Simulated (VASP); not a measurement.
## GaSb: single point with r2SCAN

GaSb:

```xyz
2
Lattice="3.1276 3.1276 0.0000 -3.1276 3.1276 0.0000 0.0000 3.1276 3.0127" Properties=species:S:1:pos:R:3 pbc="T T T"
Ga    0.0000    0.0000    0.0000
Sb    1.5638    4.6914    1.5063
```

This cell differs from its parent crystal: in-plane strain +0.02, then relaxed in part.

- Program: VASP 6.6.1
- Task: single point
- Functional: r2SCAN
- Potentials or basis: VASP PAW PBE potentials, release 64 (Ga_d, Sb)
- Cutoff: 520 eV
- k mesh: 6 × 6 × 6
- Occupations: gaussian, width 0.01 eV
- Spin: no spin polarisation

| Quantity | Value |
| --- | --- |
| Pressure | -1.1 GPa |
| Band gap on the k mesh | 0.08 eV, direct |

Stress tensor (GPa, compression positive):
```
-1.67  0.00  0.00
 0.00 -1.67  0.00
 0.00  0.00  0.06
```

Levels at points of the mesh, in eV from the valence-band top:
| k point | band 6 | band 7 | band 8 | band 9 | band 10 | band 11 | band 12 | band 13 |
| --- | --- | --- | --- | --- | --- | --- | --- | --- |
| (0.00, 0.00, 0.00) | -11.86 | -0.21 | -0.21 | 0.00 | 0.08 | 2.77 | 2.90 | 2.90 |
| (0.50, 0.00, 0.00) | -10.22 | -6.57 | -1.44 | -1.17 | 0.46 | 3.78 | 3.99 | 6.80 |
| (0.50, 0.50, 0.00) | -9.42 | -7.11 | -2.67 | -2.64 | 1.11 | 1.47 | 8.84 | 8.84 |
| (0.00, 0.00, 0.50) | -9.28 | -6.94 | -2.88 | -2.88 | 0.81 | 1.23 | 8.94 | 8.94 |

Run time: 58 s on 1 thread of AMD EPYC 9R45 96-Core Processor (Zen 5), on a shared host, peak memory 0.19 GiB.

Caveat: the cell differs from its parent crystal (in-plane strain +0.02, then relaxed in part); the PAW data sets were made with another functional, which shifts forces and pressure a little; spin-orbit coupling is left out, which moves the levels of the heavy elements. A k mesh can miss the band edges.
